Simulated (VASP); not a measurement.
# HC18 in VASP: single point with PBE+D3(BJ)

Aim: the single point of HC18 with PBE+D3(BJ).

Program: VASP 6.6.1. These are calculated values, not measurements. Logs are shortened: lines on timing, memory, paths and dates and some standing lists are left out, and cuts for length are marked.

## Step 1: The cell of the first run

The cell holds a slab with vacuum, 19 atoms: a = 7.398 Å, b = 7.398 Å, c = 13.000 Å, α = 90.00°, β = 90.00°, γ = 120.00°.

## Step 2: Single point, PBE+D3(BJ), collinear spin

Input file INCAR:

```
SYSTEM = HC18
PREC     = Accurate       ! precision mode
ENCUT    = 520            ! plane-wave cutoff, eV
EDIFF    = 1E-7           ! SCF threshold, eV
ISMEAR   = 0              ! smearing method
SIGMA    = 0.02           ! smearing width, eV
LREAL    = Auto         
LASPH    = .True.         ! aspherical terms in the spheres
NELM     = 150            ! most SCF steps
ALGO     = Normal         ! electronic algorithm
ISIF     = 2              ! what is computed and relaxed
LWAVE    = .False.        ! write WAVECAR
LCHARG   = .False.        ! write CHGCAR
ISPIN    = 2              ! spin polarisation
MAGMOM   = 0 0 0 0 0 0 0 0 0 0 0 0 0 0 0 0 0 0 1 ! initial moments
LORBIT   = 11             ! projections on sites
GGA      = PE             ! functional
IVDW     = 12             ! dispersion correction
NBANDS   = 56             ! bands
```

Input file KPOINTS:

```
regular mesh
0
Gamma
  2 2 1
  0 0 0
```

Input file POSCAR:

```
HC18
1.0
    7.3980000000      0.0000000000      0.0000000000
   -3.6990000000      6.4068560000      0.0000000000
    0.0000000000      0.0000000000     13.0000000000
C H
18 1
Direct
    0.0011964541      0.0050053400      0.0740589359
    0.2207869107      0.1178453535      0.0770994181
    0.0012977701      0.3373252919      0.0711008844
    0.2227962176      0.4480738960      0.0715191545
    0.0011960348      0.6695426293      0.0740683179
    0.2207835386      0.7762946023      0.0771088257
    0.3346303126      0.0039940077      0.0950650785
    0.5623299929      0.1178380973      0.0771057205
    0.3336156005      0.3374237103      0.0740627598
    0.5566549748      0.4480397812      0.0747435968
    0.3336156626      0.6695432564      0.0740669388
    0.5566553699      0.7819671069      0.0747440829
    0.6690792761      0.0050063582      0.0740630925
    0.8905482296      0.1158263820      0.0715145758
    0.6690791971      0.3374250317      0.0740684783
    0.8905480013      0.4480739204      0.0715224287
    0.6679634491      0.6706580408      0.0743914934
    0.8905810090      0.7819660046      0.0747428006
    0.3346349986      0.0040094895      0.1818769168
```

Potentials or basis: VASP PAW PBE potentials, release 64 (C, H).

Command:

```bash
$ cat potpaw_PBE.64/C/POTCAR potpaw_PBE.64/H/POTCAR > POTCAR
$ mpirun -np 1 vasp_std > vasp.out
```

OUTCAR:

```text
SYSTEM = HC18
   PREC = Accurate
   ENCUT = 520
   EDIFF = 1E-7
   ISMEAR = 0
   LREAL = Auto
   LASPH = .True.
   NELM = 150
   ISIF = 2
   ISPIN = 2
   LORBIT = 11
   GGA = PE
   IVDW = 12
 IVDW          = 12

 ion  position               nearest neighbor table
   1  0.001  0.005  0.074-   2 1.41  14 1.42  18 1.43
   2  0.221  0.118  0.077-   9 1.41   1 1.41   7 1.48
   3  0.001  0.337  0.071-  16 1.42   4 1.42  14 1.42
   4  0.223  0.448  0.072-   3 1.42  11 1.42   9 1.42
   5  0.001  0.670  0.074-   6 1.41  16 1.42  18 1.43
   6  0.221  0.776  0.077-  11 1.41   5 1.41   7 1.48
   7  0.335  0.004  0.095-  19 1.13   2 1.48   6 1.48   8 1.48
   8  0.562  0.118  0.077-  13 1.41  15 1.41   7 1.48
   9  0.334  0.337  0.074-   2 1.41   4 1.42  10 1.43
  10  0.557  0.448  0.075-  17 1.43  15 1.43   9 1.43
  11  0.334  0.670  0.074-   6 1.41   4 1.42  12 1.43
  12  0.557  0.782  0.075-  17 1.43  13 1.43  11 1.43
  13  0.669  0.005  0.074-   8 1.41  14 1.42  12 1.43
  14  0.891  0.116  0.072-   3 1.42  13 1.42   1 1.42
  15  0.669  0.337  0.074-   8 1.41  16 1.42  10 1.43
  16  0.891  0.448  0.072-   3 1.42   5 1.42  15 1.42
  17  0.668  0.671  0.074-  12 1.43  18 1.43  10 1.43
  18  0.891  0.782  0.075-  17 1.43   5 1.43   1 1.43
  19  0.335  0.004  0.182-   7 1.13

  LATTYP: Found a hexagonal cell.
 ALAT       =     7.3980000000
 C/A-ratio  =     1.7572316842

  Lattice vectors:

 A1 = (   7.3980000000,   0.0000000000,   0.0000000000)
 A2 = (  -3.6990000000,   6.4068560000,   0.0000000000)
 A3 = (   0.0000000000,   0.0000000000,  13.0000000000)

Analysis of symmetry for initial positions (statically):
=====================================================================
 Subroutine PRICEL returns:
 Original cell was already a primitive cell.

 Routine SETGRP: Setting up the symmetry group for a
 hexagonal supercell.

 Subroutine GETGRP returns: Found  1 space group operations
 (whereof  1 operations were pure point group operations)
 out of a pool of 24 trial point group operations.

The static configuration has the point symmetry C_1 .

Analysis of symmetry for dynamics (positions and initial velocities):
=====================================================================
 Subroutine PRICEL returns:
 Original cell was already a primitive cell.

 Routine SETGRP: Setting up the symmetry group for a
 hexagonal supercell.

 Subroutine GETGRP returns: Found  1 space group operations
 (whereof  1 operations were pure point group operations)
 out of a pool of 24 trial point group operations.

The dynamic configuration has the point symmetry C_1 .

Analysis of structural, dynamic, and magnetic symmetry:
=====================================================================
 Subroutine PRICEL returns:
 Original cell was already a primitive cell.

 Routine SETGRP: Setting up the symmetry group for a
 hexagonal supercell.

 Subroutine GETGRP returns: Found  1 space group operations
 (whereof  1 operations were pure point group operations)
 out of a pool of 24 trial point group operations.

The overall configuration has the point symmetry C_1 .

 Subroutine INISYM returns: Found  1 space group operations
 (whereof  1 operations are pure point group operations),
 and found     1 'primitive' translations

----------------------------------------------------------------------------------------

                                     Primitive cell

  volume of cell :     616.1730

  direct lattice vectors                    reciprocal lattice vectors
     7.398000000  0.000000000  0.000000000     0.135171668  0.078041398  0.000000000
    -3.699000000  6.406856000  0.000000000     0.000000000  0.156082796  0.000000000
     0.000000000  0.000000000 13.000000000     0.000000000  0.000000000  0.076923077

  length of vectors
     7.398000000  7.398000054 13.000000000     0.156082797  0.156082796  0.076923077

  position of ions in fractional coordinates (direct lattice)
     0.001196454  0.005005340  0.074058936
     0.220786911  0.117845354  0.077099418
     0.001297770  0.337325292  0.071100884
     0.222796218  0.448073896  0.071519155
     0.001196035  0.669542629  0.074068318
[... 73 lines left out ...]
   dimension x,y,z NGXF=   112 NGYF=  112 NGZF=  196
   ions per type =              18   1
   NGX,Y,Z   is equivalent  to a cutoff of  12.58, 12.58, 12.53 a.u.
   NGXF,Y,Z  is equivalent  to a cutoff of  25.17, 25.17, 25.06 a.u.
 SYSTEM =  HC18
   PREC   = accura    normal or accurate (medium, high low for compatibility)
   ISTART =      0    job   : 0-new  1-cont  2-samecut
   ICHARG =      2    charge: 1-file 2-atom 10-const
   ISPIN  =      2    spin polarized calculation?
   LNONCOLLINEAR =      F non collinear calculations
   LSORBIT =      F    spin-orbit coupling
   LASPH  =      T    aspherical Exc in radial PAW
   ENCUT  =  520.0 eV  38.22 Ry    6.18 a.u.  13.76 13.76 24.17*2*pi/ulx,y,z
   NELM   =    150;   NELMIN=  2; NELMDL= -5     # of ELM steps
   EDIFF  = 0.1E-06   stopping-criterion for ELM
   LREAL  =      T    real-space projection
   EDIFFG = 0.1E-05   stopping-criterion for IOM
   NSW    =      0    number of steps for IOM
   IBRION =     -1    ionic relax: 0-MD 1-quasi-New 2-CG
   NFREE  =      0    steps in history (QN), initial steepest desc. (CG)
   ISIF   =      2    stress and relaxation
   ISYM   =      2    0-nonsym 1-usesym 2-fastsym
   POTIM  = 0.5000    time-step for ionic-motion
   TEBEG  =    0.0;   TEEND  =   0.0 temperature during run
   PSTRESS=    0.0 pullay stress
   NELECT =      73.0000    total number of electrons
   NUPDOWN=      -1.0000    fix difference up-down
   EMIN   =  10.00;   EMAX   =-10.00  energy-range for DOS
   EFERMI =   0.00;   METHOD = LEGACY
   ISMEAR =     0;   SIGMA  =   0.02  broadening in eV -4-tet -1-fermi 0-gaus
   EFERMI_NEDOS =   21; number of points for ismear=-14 and -15
   IALGO  =     38    algorithm
   IMIX   =      4    mixing-type and parameters
     AMIX     =   0.40;   BMIX     =  1.00
     AMIX_MAG =   1.60;   BMIX_MAG =  1.00
  volume/ion in A,a.u.               =      32.43       218.85
  Fermi-wavevector in a.u.,A,eV,Ry     =   0.804047  1.519429  8.796057  0.646492
  Thomas-Fermi vector in A             =   1.912030
   LORBIT       =     11    0 simple, 1 ext, 2 COOP (PROOUT), +10 PAW based schemes
   GGA     = PE    functional components
   LHFCALC =     F    Hartree Fock is set to
   AEXX    =    0.0000 exact exchange contribution
   IVDW    =    12    specifies the selected vdW correction
   LEPSILON=     F    determine dielectric tensor
   LRPA    =     F    only Hartree local field effects (RPA)
 spin polarized calculation
 Gauss-broadening in eV      SIGMA  =   0.02
  energy-cutoff  :      520.00
  volume of cell :      616.17
 maximum number of plane-waves:     16651
 NGX is ok and might be reduce to    56
   NGX = 27   NGY = 27   NGZ = 49

 number of electron      73.0000002 magnetization       0.0000379

 number of electron      73.0000002 magnetization      -0.0000003

 Free energy of the ion-electron system (eV)
  ---------------------------------------------------
  ext. energy  EPLUGINS =         0.00000000
  ---------------------------------------------------
  free energy    TOTEN  =      -167.63479158 eV

  energy without entropy =     -167.63471571  energy(sigma->0) =     -167.63475365

 E-fermi :  -1.6374     XC(G=0):  -3.3512

 val. band max:       -1.6791672368   @ k =   0.0000   0.0000   0.0000
 cond. band min:      -1.5911229285   @ k =   0.5000   0.5000   0.0000
 fundamental gap:      0.0880443084
 Fermi energy:        -1.6374317093

 spin component 1

 k-point     1 :       0.0000    0.0000    0.0000
  band No.  band energies     occupation
      1     -21.3115      1.00000
      2     -18.9763      1.00000
      3     -18.7375      1.00000
      4     -18.7374      1.00000
      5     -18.6244      1.00000
      6     -18.6098      1.00000
[... 193 lines left out ...]
     47       3.8938      0.00000
     48       3.9570      0.00000
 Fermi energy:        -1.6374317093

 spin component 2

 k-point     1 :       0.0000    0.0000    0.0000
  band No.  band energies     occupation
      1     -21.3115      1.00000
      2     -18.9763      1.00000
      3     -18.7375      1.00000
      4     -18.7374      1.00000
      5     -18.6244      1.00000
      6     -18.6098      1.00000
[... 193 lines left out ...]
     47       3.8934      0.00000
     48       3.9521      0.00000
 [bands above 48 left out]

------------------------ aborting loop because EDIFF is reached ----------------------------------------

 Edisp (eV)   -1.64181

 E8    (eV) :    -0.5081

  FORCE on cell =-STRESS in cart. coord.  units (eV):
  Direction    XX          YY          ZZ          XY          YZ          ZX
  --------------------------------------------------------------------------------------
  -------------------------------------------------------------------------------------
  Total       4.75664     4.75763    -0.11014    -0.00310     0.00076    -0.00626
  in kB      12.36826    12.37082    -0.28640    -0.00807     0.00199    -0.01628
  external pressure =        8.15 kB  Pullay stress =        0.00 kB

 VOLUME and BASIS-vectors are now :
 -----------------------------------------------------------------------------
  energy-cutoff  :      520.00
  volume of cell :      616.17
      direct lattice vectors                 reciprocal lattice vectors
     7.398000000  0.000000000  0.000000000     0.135171668  0.078041398  0.000000000
    -3.699000000  6.406856000  0.000000000     0.000000000  0.156082796  0.000000000
     0.000000000  0.000000000 13.000000000     0.000000000  0.000000000  0.076923077

 POSITION                                       TOTAL-FORCE (eV/Angst)
 -----------------------------------------------------------------------------------
     -0.00966      0.03207      0.96277        -0.000740     -0.006804      0.001424
      1.19747      0.75502      1.00229         0.007726     -0.005610     -0.006501
     -1.23817      2.16119      0.92431         0.005654     -0.002803     -0.000083
     -0.00918      2.87074      0.92975        -0.001804      0.005318     -0.003504
     -2.46779      4.28966      0.96289        -0.011680     -0.001564      0.000294
     -1.23816      4.97361      1.00241         0.004416      0.004549     -0.007391
[... 11 lines left out ...]
      3.69603      5.00994      0.97166         0.002339      0.002599      0.003710
      2.46080      0.02569      2.36440        -0.000634     -0.000438      0.034663
 -----------------------------------------------------------------------------------
    total drift:                                0.010407      0.004468      0.025357

  FREE ENERGIE OF THE ION-ELECTRON SYSTEM (eV)
  ---------------------------------------------------
  free  energy   TOTEN  =      -169.2766033407 eV

  energy  without entropy=     -169.2765274740  energy(sigma->0) =     -169.27656541

 total charge

# of ion       s       p       d       tot
------------------------------------------
    1        0.862   1.806   0.000   2.667
    2        0.866   1.772   0.000   2.637
    3        0.865   1.793   0.000   2.658
    4        0.862   1.803   0.000   2.666
    5        0.862   1.806   0.000   2.667
    6        0.866   1.772   0.000   2.637
[... 11 lines left out ...]
   18        0.862   1.774   0.000   2.636
   19        0.583   0.042   0.000   0.626
--------------------------------------------------
tot         16.092  32.318   0.000  48.410

 magnetization (x)

# of ion       s       p       d       tot
------------------------------------------
    1       -0.000   0.000   0.000   0.000
    2        0.000  -0.000   0.000   0.000
    3        0.000   0.000   0.000   0.000
    4       -0.000  -0.000   0.000  -0.000
    5       -0.000   0.000   0.000   0.000
    6        0.000  -0.000   0.000   0.000
[... 11 lines left out ...]
   18       -0.000  -0.000   0.000  -0.000
   19        0.000   0.000   0.000   0.000
--------------------------------------------------
tot          0.000  -0.000   0.000  -0.000
```

It took 9.4 min on 1 thread of AMD EPYC 7R43 (Zen 3), shared host; peak memory 0.88 GiB.

Results:

- Free energy: -169.2766 eV
- Largest force: 0.035 eV/Å
- Net moment: 0.00 μB per cell
- Valence electrons inside the program's atomic spheres: C 2.67, 2.64, 2.66, 2.65 (each value once); H 0.63
- Dispersion energy per atom: -0.086 eV

Forces in eV/Å, atoms in the order of the input:
```
C   -0.001 -0.007  0.001
C    0.008 -0.006 -0.007
C    0.006 -0.003  0.000
C   -0.002  0.005 -0.004
C   -0.012 -0.002  0.000
C    0.004  0.005 -0.007
C    0.004 -0.004 -0.017
C    0.000 -0.010 -0.004
C    0.005  0.007  0.000
C   -0.001  0.000  0.004
C    0.006  0.001 -0.001
C   -0.006  0.003 -0.005
C    0.001 -0.012  0.000
C   -0.002 -0.001 -0.001
C   -0.007  0.016  0.000
C   -0.008  0.007 -0.002
C    0.002 -0.003  0.004
C    0.002  0.003  0.004
H   -0.001  0.000  0.035
```

Caveat: the k points lie up to 0.49 Å⁻¹ apart.
